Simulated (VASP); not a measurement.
Wanted: the native input for a VASP 6.6.1 run.

```
Task                   : single point
Functional             : PBE
Potentials or basis    : VASP PAW PBE potentials, release 64 (Mg_sv, C)
Cutoff                 : 840 eV
k mesh                 : 6 × 6 × 4
Occupations            : gaussian, width 0.1 eV
Spin                   : no spin polarisation
Dipole correction      : no
Further INCAR settings : ALGO = Normal; EDIFF = 1e-06; NBANDS = 16
```

The structure of MgC2 lies in POSCAR:

```
MgC2
1.0
    5.5195436671      0.0000000052      0.0000000000
   -2.7597718380      4.7800650304      0.0000000000
    0.0000000000      0.0000000000      5.2724676037
Mg C
1 2
Direct
    0.0000000000      0.0000000000      0.5000000000
    0.0000000000      0.0000000000      0.1175772180
    0.0000000000      0.0000000000      0.8824227820
```

The cell was generated, and may not be a known phase.

These files were run (other wordings do the same):

INCAR

```
SYSTEM = MgC2
ALGO = Normal ; EDIFF = 1E-6
ENCUT = 840 ; GGA = PE
GGA_COMPAT = .False. ; ISIF = 2
ISMEAR = 0 ; LASPH = .True.
LCHARG = .False. ; LREAL = .False.
LWAVE = .False. ; NBANDS = 16
NELM = 120 ; PREC = Accurate
SIGMA = 0.1
```

KPOINTS

```
k-points
0
Gamma
  6 6 4
  0 0 0
```

Potentials or basis: VASP PAW PBE potentials, release 64 (Mg_sv, C).

The run is started by

```bash
$ cat potpaw_PBE.64/Mg_sv/POTCAR potpaw_PBE.64/C/POTCAR > POTCAR
$ mpirun -np 1 vasp_std > vasp.out
```

It gave:

* Pressure: 0.1 GPa
* Largest force: 0.065 eV/Å
* Band gap on the k mesh: 3.49 eV (least direct gap 3.52 eV)

Run time: 64 s on 1 thread of Intel(R) Xeon(R) 6975P-C (Granite Rapids), on a shared host, peak memory 0.41 GiB.
